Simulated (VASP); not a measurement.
A run of VASP 6.6.1:

The input POSCAR:

```
SnSe2
1.0
    3.8251493298      0.0000000000      0.0000000000
   -1.9125746649      3.3126764929      0.0000000000
    0.0000000000      0.0000000000      6.2270790644
Sn Se
1 2
Direct
    0.0000000000      0.0000000000      0.0000000000
    0.3333333333      0.6666666667      0.2530782229
    0.6666666667      0.3333333333      0.7469217771
```

INCAR.step1

```
SYSTEM = SnSe2
PREC = Accurate
ENCUT = 520
ISMEAR = 0
SIGMA = 0.01
LREAL = .FALSE.
LASPH = .TRUE.
NELM = 80
NBANDS = 20
GGA = PE
ALGO = Normal
EDIFF = 1E-4
LWAVE = .TRUE.
LCHARG = .FALSE.
```

INCAR.step2

```
SYSTEM = SnSe2
PREC = Accurate
ENCUT = 520
EDIFF = 1E-7
ISMEAR = 0
SIGMA = 0.01
LREAL = .FALSE.
LASPH = .TRUE.
NELM = 80
ALGO = Normal
ISIF = 2
LWAVE = .FALSE.
LCHARG = .FALSE.
METAGGA = R2SCAN
LMIXTAU = .TRUE.
NBANDS = 20
ISTART = 1
```

Contents of KPOINTS:

```
regular mesh
0
G
  12 12 4
  0 0 0
```

Potentials or basis: VASP PAW PBE potentials, release 64 (Sn_d, Se).

The run is started by

```bash
$ cat potpaw_PBE.64/Sn_d/POTCAR potpaw_PBE.64/Se/POTCAR > POTCAR
$ cp INCAR.step1 INCAR
$ mpirun -np 1 vasp_std > vasp.out
$ cp INCAR.step2 INCAR
$ mpirun -np 1 vasp_std > vasp.out
```

Hardware: 1 thread of AMD EPYC 9R45 96-Core Processor (Zen 5), with other jobs on the host.

Q: Estimate the wall time of this run.

A: Wall time 5.2 min on 1 thread of AMD EPYC 9R45 96-Core Processor (Zen 5), with other jobs on the host, peak memory 0.24 GiB. Counts: k points 69.
